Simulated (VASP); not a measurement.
Wanted: the native input for a VASP 6.6.1 run.

```yaml
Task: relaxation of cell and atoms
Functional: PBE
Potentials_or_basis: VASP PAW PBE potentials, release 64 (Sr_sv, Ti_sv, C)
Cutoff: 600 eV
k_mesh: 12 × 12 × 4
Occupations: gaussian, width 0.1 eV
Spin: no spin polarisation
Dipole_correction: no
Further_INCAR_settings: ALGO = Normal; EDIFF = 1e-06; IBRION = 2; EDIFFG = -0.01; NSW = 100; ISIF = 3
```

The structure of Sr2TiC2 lies in POSCAR:

```
Sr2TiC2
1.0
    3.4928330959      0.0000000000      0.0000000000
   -1.7464165480      3.0248821922      0.0000000000
    0.0000000000      0.0000000000      9.5469817775
Sr Ti C
2 1 2
Direct
    0.3333333333      0.6666666667      0.2142487367
    0.6666666667      0.3333333333      0.7857512633
    0.0000000000      0.0000000000      0.5000000000
    0.3333333333      0.6666666667      0.6112770835
    0.6666666667      0.3333333333      0.3887229165
```

The input as run:

INCAR

```
PREC = Accurate
ENCUT = 600
EDIFF = 1E-6
ISMEAR = 0
SIGMA = 0.1
LREAL = False
LASPH = True
NELM = 100
ALGO = Normal
ISIF = 3
LWAVE = False
LCHARG = False
GGA = PE
IBRION = 2
NSW = 100
EDIFFG = -0.01
```

KPOINTS

```
regular mesh
0
Gamma
  12 12 4
```

Potentials or basis: VASP PAW PBE potentials, release 64 (Sr_sv, Ti_sv, C).

Command:

```console
$ cat potpaw_PBE.64/Sr_sv/POTCAR potpaw_PBE.64/Ti_sv/POTCAR potpaw_PBE.64/C/POTCAR > POTCAR
$ mpirun -np 1 vasp_std > vasp.out
```

It gave:

| Property | Result |
| --- | --- |
| Relaxed volume | 20.23 Å³/atom |
| Relaxed cell | a = 3.499 Å, b = 3.499 Å, c = 9.538 Å, α = 90.00°, β = 90.00°, γ = 120.00° |
| Space group after relaxing (to 0.05 Å) | P-3m1 (No. 164) |
| Energy gained by relaxing | 0.1 meV/atom |
| Ionic steps | 5 |
| Pressure after relaxing | 0.0 GPa |
| Largest force after relaxing | 0.005 eV/Å |
| Band gap on the k mesh | zero (band 20 reaches 4.79 eV, above the bottom of band 21 at 3.81 eV) |

It took 6.1 min on 1 thread of Intel(R) Xeon(R) 6975P-C (Granite Rapids) (shared host), peak memory 0.4 GiB.
